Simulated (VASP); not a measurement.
# TiSi16 (a cell with a defect) in VASP: further runs

The runs below take TiSi16 (a cell with a defect) through single point, with PBE.

Program: VASP 6.6.1. These are calculated values, not measurements. Logs are shortened: lines on timing, memory, paths and dates and some standing lists are left out, and cuts for length are marked.

### Step 1. The cell of the first run

The cell holds a defect, 17 atoms: a = 7.679 Å, b = 7.679 Å, c = 7.679 Å, α = 60.00°, β = 60.00°, γ = 60.00°.

### Step 2. Single point, PBE

Input file INCAR:

```
SYSTEM = TiSi16
ALGO     = Normal         ! electronic algorithm
EDIFF    = 1E-6           ! SCF threshold, eV
ENCUT    = 520            ! plane-wave cutoff, eV
GGA      = PE             ! functional
ISIF     = 2              ! what is computed and relaxed
ISMEAR   = -1             ! smearing method
LASPH    = .True.         ! aspherical terms in the spheres
LCHARG   = .True.         ! write CHGCAR
LELF     = .True.         ! ELF
LREAL    = Auto         
LVHAR    = .True.       
LWAVE    = .False.        ! write WAVECAR
NBANDS   = 52             ! bands
NELM     = 60             ! most SCF steps
PREC     = Accurate       ! precision mode
SIGMA    = 0.05           ! smearing width, eV
```

Input file KPOINTS:

```
k-points
0
Gamma
  2 2 2
  0 0 0
```

Input file POSCAR:

```
TiSi16
1.0
    0.0000000000      5.4300000000      5.4300000000
    5.4300000000      0.0000000000      5.4300000000
    5.4300000000      5.4300000000      0.0000000000
Si Ti
16 1
Direct
    0.0036740331     -0.0131399632      0.0006721915
    0.1193278085      0.0981860037      0.1295303867
    0.0013351750     -0.0659576427      0.5147605893
    0.1352762431      0.0768784530      0.6264917127
    0.0149723757      0.4506813996      0.0056721915
    0.1205156538      0.5890055249      0.1301104972
   -0.0405985267      0.5033609576      0.5070994475
    0.1574033149      0.5555616943      0.6231307551
    0.4969152855     -0.0586279926      0.0237661142
    0.6330478821      0.0987200737      0.1331215470
    0.4689502762      0.0171639042      0.4937753223
    0.6167495396      0.0640791897      0.6503222836
    0.4971270718      0.4726151013     -0.0274217311
    0.6558655617      0.5933793738      0.0723112339
    0.5459300184      0.4659300184      0.4377716390
    0.6035911602      0.6576979742      0.5640883978
    0.7378729282      0.2245948435      0.7457182320
```

Potentials or basis: VASP PAW PBE potentials, release 64 (Si, Ti_sv).

Started as:

```sh
cat potpaw_PBE.64/Si/POTCAR potpaw_PBE.64/Ti_sv/POTCAR > POTCAR
mpirun -np 1 vasp_std > vasp.out
```

OUTCAR:

```text
SYSTEM = TiSi16
   EDIFF = 1E-6
   ENCUT = 520
   GGA = PE
   ISIF = 2
   ISMEAR = -1
   LASPH = .True.
   LREAL = Auto
   NELM = 60
   PREC = Accurate

 ion  position               nearest neighbor table
   1  0.004  0.987  0.001-   2 2.23  10 2.33   4 2.36   6 2.50  17 2.83
   2  0.119  0.098  0.130-   5 2.21   1 2.23   9 2.38   3 2.43
   3  0.001  0.934  0.515-   8 2.38  12 2.41   2 2.43   4 2.44  17 2.84
   4  0.135  0.077  0.626-  11 2.12   1 2.36   3 2.44  17 2.49   7 2.68
   5  0.015  0.451  0.006-   2 2.21  14 2.28   6 2.31   8 2.40
   6  0.121  0.589  0.130-   5 2.31  13 2.37   7 2.38   1 2.50
   7  0.959  0.503  0.507-  16 2.27   8 2.36   6 2.38   4 2.68  17 2.73
   8  0.157  0.556  0.623-   7 2.36   3 2.38   5 2.40  15 2.47
   9  0.497  0.941  0.024-  14 2.23  12 2.34   2 2.38  10 2.53  17 2.85
  10  0.633  0.099  0.133-  11 2.28   1 2.33  13 2.37  17 2.44   9 2.53
  11  0.469  0.017  0.494-   4 2.12  12 2.25  16 2.28  10 2.28
  12  0.617  0.064  0.650-  11 2.25   9 2.34  17 2.38   3 2.41  15 2.58
  13  0.497  0.473  0.973-  10 2.37   6 2.37  14 2.39  17 2.58  16 2.58
  14  0.656  0.593  0.072-   9 2.23   5 2.28  15 2.29  13 2.39
  15  0.546  0.466  0.438-  14 2.29  16 2.41   8 2.47  12 2.58  17 2.75
  16  0.604  0.658  0.564-   7 2.27  11 2.28  15 2.41  13 2.58  17 2.73
  17  0.738  0.225  0.746-  12 2.38  10 2.44   4 2.49  13 2.58   7 2.73  16 2.73  15 2.75   1 2.83
                             3 2.84   9 2.85

  LATTYP: Found a face centered cubic cell.
 ALAT       =    10.8600000000

  Lattice vectors:

 A1 = (   0.0000000000,   5.4300000000,   5.4300000000)
 A2 = (   5.4300000000,   0.0000000000,   5.4300000000)
 A3 = (   5.4300000000,   5.4300000000,   0.0000000000)

Analysis of symmetry for initial positions (statically):
=====================================================================
 Subroutine PRICEL returns:
 Original cell was already a primitive cell.

 Routine SETGRP: Setting up the symmetry group for a
 face centered cubic supercell.

 Subroutine GETGRP returns: Found  1 space group operations
 (whereof  1 operations were pure point group operations)
 out of a pool of 48 trial point group operations.

The static configuration has the point symmetry C_1 .

Analysis of symmetry for dynamics (positions and initial velocities):
=====================================================================
 Subroutine PRICEL returns:
 Original cell was already a primitive cell.

 Routine SETGRP: Setting up the symmetry group for a
 face centered cubic supercell.

 Subroutine GETGRP returns: Found  1 space group operations
 (whereof  1 operations were pure point group operations)
 out of a pool of 48 trial point group operations.

The dynamic configuration has the point symmetry C_1 .

 Subroutine INISYM returns: Found  1 space group operations
 (whereof  1 operations are pure point group operations),
 and found     1 'primitive' translations

----------------------------------------------------------------------------------------

                                     Primitive cell

  volume of cell :     320.2060

  direct lattice vectors                    reciprocal lattice vectors
     0.000000000  5.430000000  5.430000000    -0.092081031  0.092081031  0.092081031
     5.430000000  0.000000000  5.430000000     0.092081031 -0.092081031  0.092081031
     5.430000000  5.430000000  0.000000000     0.092081031  0.092081031 -0.092081031

  length of vectors
     7.679179644  7.679179644  7.679179644     0.159489025  0.159489025  0.159489025

  position of ions in fractional coordinates (direct lattice)
     0.003674033  0.986860037  0.000672192
     0.119327809  0.098186004  0.129530387
     0.001335175  0.934042357  0.514760589
     0.135276243  0.076878453  0.626491713
     0.014972376  0.450681400  0.005672191
     0.120515654  0.589005525  0.130110497
[... 9 lines left out ...]
     0.603591160  0.657697974  0.564088398
     0.737872928  0.224594844  0.745718232

  ion indices of the primitive-cell ions
   primitive index   ion index
                 1           1
                 2           2
                 3           3
                 4           4
                 5           5
                 6           6
[... 9 lines left out ...]
                16          16
                17          17

----------------------------------------------------------------------------------------

 KPOINTS: k-points

Automatic generation of k-mesh.
 Grid dimensions read from file:
 generate k-points for:    2    2    2

 Generating k-lattice:

  Cartesian coordinates                     Fractional coordinates (reciprocal lattice)
    -0.046040516  0.046040516  0.046040516     0.500000000  0.000000000  0.000000000
     0.046040516 -0.046040516  0.046040516     0.000000000  0.500000000  0.000000000
     0.046040516  0.046040516 -0.046040516     0.000000000  0.000000000  0.500000000

  Length of vectors
     0.079744512  0.079744512  0.079744512

  Shift w.r.t. Gamma in fractional coordinates (k-lattice)
     0.000000000  0.000000000  0.000000000

 Subroutine IBZKPT returns following result:
 ===========================================

 Found      8 irreducible k-points:

 Following reciprocal coordinates:
            Coordinates               Weight
  0.000000  0.000000  0.000000      1.000000
  0.500000  0.000000  0.000000      1.000000
  0.000000  0.500000  0.000000      1.000000
  0.000000  0.000000  0.500000      1.000000
  0.500000  0.500000  0.500000      1.000000
  0.500000  0.500000  0.000000      1.000000
  0.000000  0.500000  0.500000      1.000000
  0.500000  0.000000  0.500000      1.000000
   k-points           NKPTS =      8   k-points in BZ     NKDIM =      8   number of bands    NBANDS=     52
   number of dos      NEDOS =    301   number of ions     NIONS =     17
   total plane-waves  NPLWV = 216000
   dimension x,y,z NGX =    60 NGY =   60 NGZ =   60
   dimension x,y,z NGXF=   120 NGYF=  120 NGZF=  120
   ions per type =              16   1
   NGX,Y,Z   is equivalent  to a cutoff of  12.99, 12.99, 12.99 a.u.
   NGXF,Y,Z  is equivalent  to a cutoff of  25.98, 25.98, 25.98 a.u.
 SYSTEM =  TiSi16
   PREC   = accura    normal or accurate (medium, high low for compatibility)
   ISTART =      0    job   : 0-new  1-cont  2-samecut
   ICHARG =      2    charge: 1-file 2-atom 10-const
   ISPIN  =      1    spin polarized calculation?
   LNONCOLLINEAR =      F non collinear calculations
   LSORBIT =      F    spin-orbit coupling
   LASPH  =      T    aspherical Exc in radial PAW
   ENCUT  =  520.0 eV  38.22 Ry    6.18 a.u.  14.28 14.28 14.28*2*pi/ulx,y,z
   NELM   =     60;   NELMIN=  2; NELMDL= -5     # of ELM steps
   EDIFF  = 0.1E-05   stopping-criterion for ELM
   LREAL  =      T    real-space projection
   EDIFFG = 0.1E-04   stopping-criterion for IOM
   NSW    =      0    number of steps for IOM
   IBRION =     -1    ionic relax: 0-MD 1-quasi-New 2-CG
   NFREE  =      0    steps in history (QN), initial steepest desc. (CG)
   ISIF   =      2    stress and relaxation
   ISYM   =      2    0-nonsym 1-usesym 2-fastsym
   POTIM  = 0.5000    time-step for ionic-motion
   TEBEG  =    0.0;   TEEND  =   0.0 temperature during run
   PSTRESS=    0.0 pullay stress
   NELECT =      76.0000    total number of electrons
   NUPDOWN=      -1.0000    fix difference up-down
   EMIN   =  10.00;   EMAX   =-10.00  energy-range for DOS
   EFERMI =   0.00;   METHOD = LEGACY
   ISMEAR =    -1;   SIGMA  =   0.05  broadening in eV -4-tet -1-fermi 0-gaus
   EFERMI_NEDOS =   21; number of points for ismear=-14 and -15
   IALGO  =     38    algorithm
   IMIX   =      4    mixing-type and parameters
     AMIX     =   0.40;   BMIX     =  1.00
     AMIX_MAG =   1.60;   BMIX_MAG =  1.00
  volume/ion in A,a.u.               =      18.84       127.11
  Fermi-wavevector in a.u.,A,eV,Ry     =   1.013607  1.915439 13.978610  1.027399
  Thomas-Fermi vector in A             =   2.146786
   LORBIT       =      0    0 simple, 1 ext, 2 COOP (PROOUT), +10 PAW based schemes
   GGA     = PE    functional components
   LHFCALC =     F    Hartree Fock is set to
   AEXX    =    0.0000 exact exchange contribution
   IVDW    =     0    specifies the selected vdW correction
   LEPSILON=     F    determine dielectric tensor
   LRPA    =     F    only Hartree local field effects (RPA)
 non-spin polarized calculation
  energy-cutoff  :      520.00
  volume of cell :      320.21
 maximum number of plane-waves:      8646
 NGX is ok and might be reduce to    60
   NGX = 29   NGY = 29   NGZ = 29

 number of electron      76.0000000 magnetization

 Free energy of the ion-electron system (eV)
  ---------------------------------------------------
  ext. energy  EPLUGINS =         0.00000000
  ---------------------------------------------------
  free energy    TOTEN  =       -90.71707370 eV

  energy without entropy =      -90.65652337  energy(sigma->0) =      -90.68679854

 E-fermi :   6.8541     XC(G=0):  -9.7795

 val. band max:        6.8446506838   @ k =   0.0000   0.5000   0.0000
 cond. band min:       6.8902861248   @ k =   0.0000   0.0000   0.0000
 fundamental gap:      0.0456354411
 Fermi energy:         6.8540779679

 k-point     1 :       0.0000    0.0000    0.0000
  band No.  band energies     occupation
      1     -49.9163      2.00000
      2     -26.3085      2.00000
      3     -26.2817      2.00000
      4     -26.2084      2.00000
      5      -5.7477      2.00000
      6      -3.7829      2.00000
[... 42 lines left out ...]
     49       8.2681      0.00000
     50       8.3673      0.00000

 k-point     2 :       0.5000    0.0000    0.0000
  band No.  band energies     occupation
      1     -49.9163      2.00000
      2     -26.3085      2.00000
      3     -26.2817      2.00000
      4     -26.2084      2.00000
      5      -5.0980      2.00000
      6      -4.7741      2.00000
[... 310 lines left out ...]
 k-point     8 :       0.5000    0.0000    0.5000
  band No.  band energies     occupation
      1     -49.9163      2.00000
      2     -26.3085      2.00000
      3     -26.2817      2.00000
      4     -26.2084      2.00000
      5      -4.8655      2.00000
      6      -4.5020      2.00000
[... 42 lines left out ...]
     49       9.8401      0.00000
     50      10.2450      0.00000
 [bands above 50 left out]

------------------------ aborting loop because EDIFF is reached ----------------------------------------

  FORCE on cell =-STRESS in cart. coord.  units (eV):
  Direction    XX          YY          ZZ          XY          YZ          ZX
  --------------------------------------------------------------------------------------
  -------------------------------------------------------------------------------------
  Total        8.5228913      7.2591504      7.8491797     -1.1707773      2.9978356      0.0299242
  in kB       42.6449932     36.3217608     39.2740214     -5.8580815     14.9999190      0.1497281
  external PRESSURE =      39.4135918 kB  Pullay stress =       0.0000000 kB

 VOLUME and BASIS-vectors are now :
 -----------------------------------------------------------------------------
  energy-cutoff  :      520.00
  volume of cell :      320.21
      direct lattice vectors                 reciprocal lattice vectors
     0.000000000  5.430000000  5.430000000    -0.092081031  0.092081031  0.092081031
     5.430000000  0.000000000  5.430000000     0.092081031 -0.092081031  0.092081031
     5.430000000  5.430000000  0.000000000     0.092081031  0.092081031 -0.092081031

 POSITION                                       TOTAL-FORCE (eV/Angst)
 -----------------------------------------------------------------------------------
      5.36230      0.02360      5.37860        -1.520859      0.114187     -1.291161
      1.23650      1.35130      1.18110        -0.070630      1.963697     -0.733768
      7.86700      2.80240      5.07910        -0.148550     -0.049937      0.347275
      3.81930      4.13640      1.15200         1.690972     -2.204154     -1.643868
      2.47800      0.11210      2.52850        -0.002456     -0.816449      1.583425
      3.90480      1.36090      3.85270         0.821593     -0.086310      0.663210
[... 9 lines left out ...]
      6.63430      6.34050      6.84880        -0.438009      0.579230     -1.331451
      5.26880      8.05590      5.22620        -0.136824      0.083733      1.165080
 -----------------------------------------------------------------------------------
    total drift:                               -0.004720      0.002202      0.010871

  FREE ENERGIE OF THE ION-ELECTRON SYSTEM (eV)
  ---------------------------------------------------
  free  energy   TOTEN  =       -90.7170737050 eV

  energy  without entropy=      -90.6565233697  energy(sigma->0) =      -90.68679854
```

It took 5.4 min on 1 thread of Intel Xeon Platinum 8259CL at 2.50GHz (Skylake/Cascade Lake), shared host; peak memory 0.5 GiB.

What came out:

- Free energy: -90.7171 eV
- Pressure: 3.9 GPa
- Largest force: 3.228 eV/Å
- Band gap on the k mesh: zero (band 38 reaches 6.96 eV, above the bottom of band 39 at 6.54 eV)

Forces in eV/Å, atoms in the order of the input:
```
Si  -1.521  0.114 -1.291
Si  -0.071  1.964 -0.734
Si  -0.149 -0.050  0.347
Si   1.691 -2.204 -1.644
Si  -0.002 -0.816  1.583
Si   0.822 -0.086  0.663
Si  -1.232  0.904  0.403
Si   0.118 -0.123  0.296
Si   1.458 -0.383  1.085
Si  -0.522 -0.389 -0.706
Si  -0.923  0.871  1.314
Si  -0.262 -0.288  0.529
Si   0.605 -0.526  0.587
Si  -0.749 -0.175 -1.045
Si   1.312  0.524 -1.223
Si  -0.438  0.579 -1.331
Ti  -0.137  0.084  1.165
```

Caveat: the k points lie up to 0.50 Å⁻¹ apart.

(Continued in part 2 of 2.)
